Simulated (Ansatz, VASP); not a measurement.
# Mo in VASP and in Ansatz

Contents of POSCAR:

```
Mo
1.0
   -1.5911873500      1.5911873500      1.5911873500
    1.5911873500     -1.5911873500      1.5911873500
    1.5911873500      1.5911873500     -1.5911873500
Mo
1
Direct
    0.0000000000      0.0000000000      0.0000000000
```

Contents of INCAR.step1:

```
SYSTEM = Mo
  PREC = Accurate
  ENCUT = 520
  ISMEAR = 0
  SIGMA = 0.1
  LREAL = .FALSE.
  LASPH = .TRUE.
  NELM = 60
  NBANDS = 13
  GGA = PE
  ALGO = Normal
  EDIFF = 1E-4
  LWAVE = .TRUE.
  LCHARG = .FALSE.
```

Contents of INCAR.step2:

```
SYSTEM = Mo
  PREC = Accurate
  ENCUT = 520
  EDIFF = 1E-6
  ISMEAR = 0
  SIGMA = 0.1
  LREAL = .FALSE.
  LASPH = .TRUE.
  NELM = 60
  ALGO = Normal
  ISIF = 2
  LWAVE = .FALSE.
  LCHARG = .FALSE.
  METAGGA = R2SCAN
  LMIXTAU = .TRUE.
  NBANDS = 13
  ISTART = 1
```

Contents of KPOINTS:

```
Automatic mesh
0
G
  18 18 18
  0 0 0
```

Input for Ansatz:

```yaml
crystal:
  lattice:
    - [-1.59118735, 1.59118735, 1.59118735]
    - [1.59118735, -1.59118735, 1.59118735]
    - [1.59118735, 1.59118735, -1.59118735]
  atoms:
    - { symbol: Mo, position: [0.0, 0.0, 0.0] }
basis:
  ecutwfc: 500
kpoints:
  mp_grid: { grid: [18, 18, 18] }
hamiltonian:
  xc: r2scan
scf:
  occupations: { method: gaussian, width: 0.1 }
output:
  forces: true
  stress: true
  eigenvalues: true
```

Alike in both runs: task single point; functional r2SCAN; k mesh 18 × 18 × 18; occupations gaussian, width 0.1 eV; no spin polarisation.

```csv
,VASP,Ansatz
version,VASP 6.6.1,Ansatz 0.2.0
potentials or method,"VASP PAW PBE potentials, release 64 (Mo_sv), cutoff 520 eV","scalar-relativistic, plane waves, PAW"
valence electrons in the cell,14,14
```

|  | VASP | Ansatz | Ansatz less VASP |
| --- | --- | --- | --- |
| gap on the k mesh at the Fermi level (eV) | none | none | - |
| pressure (GPa) | -6.7 | -7.7 | -0.99 |

VASP's potentials were made for PBE, not for r2SCAN. A gap of «none» marks a metal or a gap that the smearing closes.
